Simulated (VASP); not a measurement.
Set up this calculation in VASP 6.6.1, as the native input.

* Task: single point
* Functional: PBE
* Potentials or basis: VASP PAW PBE potentials, release 64 (Ge_d)
* Cutoff: 520 eV
* k mesh: 14 × 14 × 8
* Occupations: fermi-dirac, width 0.1 eV
* Spin: no spin polarisation
* Dipole correction: no
* Further INCAR settings: ALGO = Normal; EDIFF = 1e-06; NBANDS = 21

The structure of Ge lies in POSCAR:

```
Ge
1.0
    2.9674128292      0.0000000000      0.0000000000
   -1.4837064146      2.5698548936      0.0000000000
    0.0000000000      0.0000000000      5.0790854339
Ge
2
Direct
    0.3333333333      0.6666666667      0.2500000000
    0.6666666667      0.3333333333      0.7500000000
```

This isn't the form of Ge at room conditions, which is diamond.

One way to write it, as run:

INCAR

```
SYSTEM = Ge
ALGO = Normal
EDIFF = 1E-6
ENCUT = 520
GGA = PE
ISIF = 2
ISMEAR = -1
LASPH = .True.
LCHARG = .False.
LREAL = .False.
LWAVE = .False.
NBANDS = 21
NELM = 100
PREC = Accurate
SIGMA = 0.1
```

KPOINTS

```
k-points
0
Gamma
  14 14 8
  0 0 0
```

Potentials or basis: VASP PAW PBE potentials, release 64 (Ge_d).

Launch:

```sh
$ cat potpaw_PBE.64/Ge_d/POTCAR > POTCAR
$ mpirun -np 1 vasp_std > vasp.out
```

It gave:

| Quantity | Value |
| --- | --- |
| Pressure | 0.0 GPa |
| Band gap on the k mesh | zero (bands 14 and 15 overlap by 9.64 eV) |

It took 30 s on 1 thread of Intel(R) Xeon(R) 6975P-C (Granite Rapids), with other jobs on the host, peak memory 0.2 GiB.
